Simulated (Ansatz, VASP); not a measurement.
TiO2 in VASP and in Ansatz

File POSCAR:

```
TiO2
1.0
    5.2910000000      0.0000000000      0.0000000000
   -2.6455000000      4.5821404114      0.0000000000
    0.0000000000      0.0000000000      6.1330000000
Ti O
3 6
Direct
    0.4532379684      0.0000000000      0.3333333333
    0.0000000000      0.4532379684      0.6666666667
    0.5467620316      0.5467620316      0.0000000000
    0.4079524008      0.2957435467      0.2299630535
    0.7042564533      0.1122088541      0.5632963868
    0.8877911459      0.5920475992      0.8966297201
    0.2957435467      0.4079524008      0.7700369465
    0.1122088541      0.7042564533      0.4367036132
    0.5920475992      0.8877911459      0.1033702799
```

File INCAR.step1:

```
PREC = Accurate ; ENCUT = 520
ISMEAR = -1 ; SIGMA = 0.01
LREAL = False ; LASPH = True
NELM = 80 ; NBANDS = 46
GGA = PE ; ALGO = Normal
EDIFF = 1E-4 ; LWAVE = True
LCHARG = False
```

The input INCAR.step2:

```
PREC = Accurate ; ENCUT = 520
EDIFF = 1E-8 ; ISMEAR = -1
SIGMA = 0.01 ; LREAL = False
LASPH = True ; NELM = 80
ALGO = Normal ; ISIF = 2
LWAVE = False ; LCHARG = False
METAGGA = R2SCAN ; LMIXTAU = True
LEFG = True ; NBANDS = 46
ISTART = 1
```

KPOINTS

```
Automatic mesh
0
Gamma
  6 6 5
```

Input for Ansatz:

```yaml
crystal:
  lattice:
    - [5.291, 0.0, 0.0]
    - [-2.6455, 4.5821404114, 0.0]
    - [0.0, 0.0, 6.133]
  atoms:
    - { symbol: Ti, position: [0.4532379684, 0.0, 0.3333333333] }
    - { symbol: Ti, position: [0.0, 0.4532379684, 0.6666666667] }
    - { symbol: Ti, position: [0.5467620316, 0.5467620316, 0.0] }
    - { symbol: O, position: [0.4079524008, 0.2957435467, 0.2299630535] }
    - { symbol: O, position: [0.7042564533, 0.1122088541, 0.5632963868] }
    - { symbol: O, position: [0.8877911459, 0.5920475992, 0.8966297201] }
    - { symbol: O, position: [0.2957435467, 0.4079524008, 0.7700369465] }
    - { symbol: O, position: [0.1122088541, 0.7042564533, 0.4367036132] }
    - { symbol: O, position: [0.5920475992, 0.8877911459, 0.1033702799] }
kpoints:
  mp_grid: { grid: [6, 6, 5] }
scf:
  occupations: { method: fermi_dirac, width: 0.01 }
hamiltonian:
  xc: r2scan
  pseudopotentials: { kind: paw }
output:
  forces: true
  stress: true
  populations: true
  efg:
    quadrupole_moments_barn: { Ti: 0.247, O: -0.02558 }
    contact_densities: true
```

Alike in both runs: task electric field gradients; functional r2SCAN; k mesh 6 × 6 × 5; occupations fermi-dirac, width 0.01 eV; no spin polarisation.

|  | VASP | Ansatz |
| --- | --- | --- |
| version | VASP 6.6.1 | Ansatz 0.2.0 |
| potentials or method | VASP PAW PBE potentials, release 64 (Ti_sv, O) | plane-wave PAW, scalar-relativistic |
| plane-wave cutoff (eV) | 520 | 500 |
| valence electrons in the cell | 72 | 72 |

|  | VASP | Ansatz | Ansatz less VASP |
| --- | --- | --- | --- |
| gap on the k mesh at the Fermi level (eV) | 4.07 | 4.07 | +0.003 |
| pressure (GPa) | 0.2 | -0.6 | -0.82 |
| traceless stress, the component that is largest in VASP (GPa) | -1.46 | -1.53 | -0.073 |
| rms of the force components (eV/Å) | 0.028 | 0.065 | +0.0379 |
| size of Vzz on the site where it differs most (V/Å²) | 13.2 | 16.2 | +2.97 |

VASP's potentials were made for PBE, not for r2SCAN. Atom by atom the forces differ by 0.038 eV/Å (rms over components).
